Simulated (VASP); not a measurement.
# Ag (Im-3m) in VASP: further runs

Runs on Ag. Level: PBEsol. Tasks: density of states.

All numbers are computed with VASP 6.6.1; they aren't measurements. Logs are shortened: lines on timing, memory, paths and dates and some standing lists are left out, and cuts for length are marked.

### 1 The cell of the first run

It takes space group Im-3m (No. 229, cubic). The conventional cell has a = 3.311 Å, b = 3.311 Å, c = 3.311 Å, α = 90.00°, β = 90.00°, γ = 90.00°. Ag (site symmetry m-3m) has 14 Ag at 2.87 to 3.31 Å within 3.8 Å.

### 2 Density of states, PBEsol

POSCAR

```
Ag
1.0
   -1.6556500000      1.6556500000      1.6556500000
    1.6556500000     -1.6556500000      1.6556500000
    1.6556500000      1.6556500000     -1.6556500000
Ag
1
Direct
    0.0000000000      0.0000000000      0.0000000000
```

INCAR.step1

```
  PREC = Accurate
  ENCUT = 520
  EDIFF = 1E-7
  ISMEAR = -1
  SIGMA = 0.3
  LREAL = False
  LASPH = True
  NELM = 60
  ALGO = Normal
  ISIF = 2
  LWAVE = False
  LCHARG = True
  LMAXMIX = 4
  GGA = PS
  NBANDS = 12
```

KPOINTS.step1

```
Automatic mesh
0
Gamma
  7 7 7
```

INCAR.step2

```
  PREC = Accurate
  ENCUT = 520
  EDIFF = 1E-7
  ISMEAR = -5
  SIGMA = 0.3
  LREAL = False
  LASPH = True
  NELM = 60
  ALGO = Normal
  ISIF = 2
  LWAVE = False
  LCHARG = False
  LMAXMIX = 4
  GGA = PS
  LORBIT = 11
  NBANDS = 12
  NEDOS = 2001
  ICHARG = 11
```

KPOINTS.step2

```
Automatic mesh
0
Gamma
  11 11 11
```

Potentials or basis: VASP PAW PBE potentials, release 64 (Ag).

Launch:

```
$ cat potpaw_PBE.64/Ag/POTCAR > POTCAR
$ cp INCAR.step1 INCAR
$ cp KPOINTS.step1 KPOINTS
$ mpirun -np 1 vasp_std > vasp.out
$ cp INCAR.step2 INCAR
$ cp KPOINTS.step2 KPOINTS
$ mpirun -np 1 vasp_std > vasp.out
```

OUTCAR:

```text
PREC = Accurate
   ENCUT = 520
   EDIFF = 1E-7
   ISMEAR = -5
   LREAL = False
   LASPH = True
   NELM = 60
   ISIF = 2
   GGA = PS
   LORBIT = 11
   ICHARG = 11

 ion  position               nearest neighbor table
   1  0.000  0.000  0.000-

  LATTYP: Found a body centered cubic cell.
 ALAT       =     3.3113000000

  Lattice vectors:

 A1 = (  -1.6556500000,   1.6556500000,   1.6556500000)
 A2 = (   1.6556500000,  -1.6556500000,   1.6556500000)
 A3 = (   1.6556500000,   1.6556500000,  -1.6556500000)

Analysis of symmetry for initial positions (statically):
=====================================================================
 Subroutine PRICEL returns:
 Original cell was already a primitive cell.

 Routine SETGRP: Setting up the symmetry group for a
 body centered cubic supercell.

 Subroutine GETGRP returns: Found 48 space group operations
 (whereof 48 operations were pure point group operations)
 out of a pool of 48 trial point group operations.

The static configuration has the point symmetry O_h .

Analysis of symmetry for dynamics (positions and initial velocities):
=====================================================================
 Subroutine PRICEL returns:
 Original cell was already a primitive cell.

 Routine SETGRP: Setting up the symmetry group for a
 body centered cubic supercell.

 Subroutine GETGRP returns: Found 48 space group operations
 (whereof 48 operations were pure point group operations)
 out of a pool of 48 trial point group operations.

The dynamic configuration has the point symmetry O_h .

 Subroutine INISYM returns: Found 48 space group operations
 (whereof 48 operations are pure point group operations),
 and found     1 'primitive' translations

----------------------------------------------------------------------------------------

                                     Primitive cell

  volume of cell :      18.1537

  direct lattice vectors                    reciprocal lattice vectors
    -1.655650000  1.655650000  1.655650000     0.000000000  0.301996195  0.301996195
     1.655650000 -1.655650000  1.655650000     0.301996195  0.000000000  0.301996195
     1.655650000  1.655650000 -1.655650000     0.301996195  0.301996195  0.000000000

  length of vectors
     2.867669920  2.867669920  2.867669920     0.427087115  0.427087115  0.427087115

  position of ions in fractional coordinates (direct lattice)
     0.000000000  0.000000000  0.000000000

  ion indices of the primitive-cell ions
   primitive index   ion index
                 1           1

----------------------------------------------------------------------------------------

 KPOINTS: Automatic mesh

Automatic generation of k-mesh.
 Grid dimensions read from file:
 generate k-points for:   11   11   11

 Generating k-lattice:

  Cartesian coordinates                     Fractional coordinates (reciprocal lattice)
     0.000000000  0.027454200  0.027454200     0.090909091  0.000000000  0.000000000
     0.027454200  0.000000000  0.027454200     0.000000000  0.090909091  0.000000000
     0.027454200  0.027454200  0.000000000     0.000000000  0.000000000  0.090909091

  Length of vectors
     0.038826101  0.038826101  0.038826101

  Shift w.r.t. Gamma in fractional coordinates (k-lattice)
     0.000000000  0.000000000  0.000000000

 TETIRR: Found   1471 inequivalent tetrahedra from     7986

 Subroutine IBZKPT returns following result:
 ===========================================

 Found     56 irreducible k-points:

 Following reciprocal coordinates:
            Coordinates               Weight
  0.000000  0.000000  0.000000      1.000000
  0.090909  0.000000  0.000000     12.000000
  0.181818  0.000000  0.000000     12.000000
  0.272727  0.000000  0.000000     12.000000
  0.363636  0.000000  0.000000     12.000000
  0.454545  0.000000  0.000000     12.000000
[... 16 lines left out ...]
  0.272727  0.181818  0.090909     48.000000
  0.363636  0.181818  0.090909     24.000000
 [... further k-points ...]
   k-points           NKPTS =     56   k-points in BZ     NKDIM =     56   number of bands    NBANDS=     12
   number of dos      NEDOS =   2001   number of ions     NIONS =      1
   total plane-waves  NPLWV =  13824
   dimension x,y,z NGX =    24 NGY =   24 NGZ =   24
   dimension x,y,z NGXF=    48 NGYF=   48 NGZF=   48
   ions per type =               1
   NGX,Y,Z   is equivalent  to a cutoff of  13.91, 13.91, 13.91 a.u.
   NGXF,Y,Z  is equivalent  to a cutoff of  27.83, 27.83, 27.83 a.u.
 SYSTEM =  unknown system
   PREC   = accura    normal or accurate (medium, high low for compatibility)
   ISTART =      0    job   : 0-new  1-cont  2-samecut
   ICHARG =     11    charge: 1-file 2-atom 10-const
   ISPIN  =      1    spin polarized calculation?
   LNONCOLLINEAR =      F non collinear calculations
   LSORBIT =      F    spin-orbit coupling
   LASPH  =      T    aspherical Exc in radial PAW
   ENCUT  =  520.0 eV  38.22 Ry    6.18 a.u.   5.33  5.33  5.33*2*pi/ulx,y,z
   NELM   =     60;   NELMIN=  2; NELMDL=  0     # of ELM steps
   EDIFF  = 0.1E-06   stopping-criterion for ELM
   LREAL  =      F    real-space projection
   EDIFFG = 0.1E-05   stopping-criterion for IOM
   NSW    =      0    number of steps for IOM
   IBRION =     -1    ionic relax: 0-MD 1-quasi-New 2-CG
   NFREE  =      0    steps in history (QN), initial steepest desc. (CG)
   ISIF   =      2    stress and relaxation
   ISYM   =      2    0-nonsym 1-usesym 2-fastsym
   POTIM  = 0.5000    time-step for ionic-motion
   TEBEG  =    0.0;   TEEND  =   0.0 temperature during run
   PSTRESS=    0.0 pullay stress
   NELECT =      11.0000    total number of electrons
   NUPDOWN=      -1.0000    fix difference up-down
   EMIN   =  10.00;   EMAX   =-10.00  energy-range for DOS
   EFERMI =   0.00;   METHOD = LEGACY
   ISMEAR =    -5;   SIGMA  =   0.30  broadening in eV -4-tet -1-fermi 0-gaus
   EFERMI_NEDOS =   21; number of points for ismear=-14 and -15
   IALGO  =     38    algorithm
   IMIX   =      4    mixing-type and parameters
     AMIX     =   0.40;   BMIX     =  1.00
     AMIX_MAG =   1.60;   BMIX_MAG =  1.00
  volume/ion in A,a.u.               =      18.15       122.51
  Fermi-wavevector in a.u.,A,eV,Ry     =   1.385321  2.617878 26.111148  1.919115
  Thomas-Fermi vector in A             =   2.509742
   LORBIT       =     11    0 simple, 1 ext, 2 COOP (PROOUT), +10 PAW based schemes
   GGA     = PS    functional components
   LHFCALC =     F    Hartree Fock is set to
   AEXX    =    0.0000 exact exchange contribution
   IVDW    =     0    specifies the selected vdW correction
   LEPSILON=     F    determine dielectric tensor
   LRPA    =     F    only Hartree local field effects (RPA)
 non-spin polarized calculation
 Fermi weights with tetrahedron method with Bloechl corrections
  energy-cutoff  :      520.00
  volume of cell :       18.15
 maximum number of plane-waves:       498
 NGX is ok and might be reduce to    24

 number of electron      11.0000001 magnetization

 Free energy of the ion-electron system (eV)
  ---------------------------------------------------
  ext. energy  EPLUGINS =         0.00000000
  ---------------------------------------------------
  free energy    TOTEN  =        -3.23922085 eV

  energy without entropy =       -3.23922085  energy(sigma->0) =       -3.23922085

 E-fermi :   7.4585     XC(G=0): -12.0420

 val. band max:        7.3255592767   @ k =  -0.3636   0.4545   0.0909
 cond. band min:       7.5384717177   @ k =  -0.4545   0.4545   0.0909
 fundamental gap:      0.2129124410
 Fermi energy:         7.4585116243

 k-point     1 :       0.0000    0.0000    0.0000
  band No.  band energies     occupation
      1       0.0206      2.00000
      2       2.7283      2.00000
      3       2.7283      2.00000
      4       2.7283      2.00000
      5       3.9445      2.00000
      6       3.9445      2.00000
      7      25.1039      0.00000
      8      25.1039      0.00000
      9      25.1039      0.00000
     10      30.4550      0.00000
     11      30.4550      0.00000
     12      30.4550      0.00000

 k-point     2 :       0.0909    0.0000    0.0000
  band No.  band energies     occupation
      1       0.2778      2.00000
      2       2.6683      2.00000
      3       2.7390      2.00000
      4       2.8700      2.00000
      5       3.8823      2.00000
      6       3.9488      2.00000
      7      24.2956      0.00000
      8      24.9506      0.00000
      9      25.2515      0.00000
     10      28.4757      0.00000
     11      28.6238      0.00000
     12      28.9928      0.00000

 k-point     3 :       0.1818    0.0000    0.0000
  band No.  band energies     occupation
      1       0.9539      2.00000
      2       2.5110      2.00000
      3       2.8165      2.00000
      4       3.2682      2.00000
      5       3.7788      2.00000
      6       3.9640      2.00000
      7      21.5652      0.00000
      8      23.9047      0.00000
      9      25.6235      0.00000
     10      26.5619      0.00000
     11      27.3579      0.00000
     12      28.4447      0.00000
[... 286 lines left out ...]
 k-point    23 :       0.2727    0.1818    0.0909
  band No.  band energies     occupation
      1       1.9563      2.00000
      2       2.2188      2.00000
      3       3.1975      2.00000
      4       3.9486      2.00000
      5       4.0754      2.00000
      6       8.2655      0.17414
      7      13.7356      0.00000
      8      16.2379      0.00000
      9      18.6468      0.00000
     10      29.1564      0.00000
     11      31.9859      0.00000
     12      33.2392      0.00000

 k-point    24 :       0.3636    0.1818    0.0909
  band No.  band energies     occupation
      1       1.9100      2.00000
      2       2.1815      2.00000
      3       3.3776      2.00000
      4       3.9833      2.00000
      5       4.0911      2.00000
      6      10.0611     -0.02331
      7      11.5276      0.00000
      8      15.9033      0.00000
      9      18.3973      0.00000
     10      29.3759      0.00000
     11      31.8681      0.00000
     12      33.2513      0.00000

 [... further k-points ...]
[... 5 lines left out ...]
  --------------------------------------------------------------------------------------
  -------------------------------------------------------------------------------------
  Total       -0.8423275     -0.8423275     -0.8423275     -0.0000000     -0.0000000      0.0000000
  in kB      -74.3405810    -74.3405810    -74.3405810     -0.0000000     -0.0000000      0.0000000
  external PRESSURE =     -74.3405810 kB  Pullay stress =       0.0000000 kB

 VOLUME and BASIS-vectors are now :
 -----------------------------------------------------------------------------
  energy-cutoff  :      520.00
  volume of cell :       18.15
      direct lattice vectors                 reciprocal lattice vectors
    -1.655650000  1.655650000  1.655650000     0.000000000  0.301996195  0.301996195
     1.655650000 -1.655650000  1.655650000     0.301996195  0.000000000  0.301996195
     1.655650000  1.655650000 -1.655650000     0.301996195  0.301996195  0.000000000

 POSITION                                       TOTAL-FORCE (eV/Angst)
 -----------------------------------------------------------------------------------
      0.00000      0.00000      0.00000        -0.000000     -0.000000      0.000000
 -----------------------------------------------------------------------------------
    total drift:                               -0.000000     -0.000000     -0.000000

  FREE ENERGIE OF THE ION-ELECTRON SYSTEM (eV)
  ---------------------------------------------------
  free  energy   TOTEN  =        -3.2392208512 eV

  energy  without entropy=       -3.2392208512  energy(sigma->0) =       -3.23922085

 total charge

# of ion       s       p       d       tot
------------------------------------------
    1        0.399   0.264   9.147   9.811
```

Wall time 22 s (1 thread of Intel Xeon 8259CL, shared host); peak memory 0.14 GiB.

What came out:

```yaml
Valence_electrons_inside_the_program's_atomic_spheres: Ag 9.81
```

Levels at points of the mesh, in eV from the Fermi level:
| k point | band 3 | band 4 | band 5 | band 6 | band 7 | band 8 | band 9 | band 10 |
| --- | --- | --- | --- | --- | --- | --- | --- | --- |
| (0.00, 0.00, 0.00) | -4.73 | -4.73 | -3.51 | -3.51 | 17.65 | 17.65 | 17.65 | 23.00 |

Caveat: the k points lie up to 0.38 Å⁻¹ apart; the PAW data sets were made with another functional, which shifts forces and pressure a little; tetrahedron occupations give inexact forces and stress in metals.

[end of part 1 of 2]
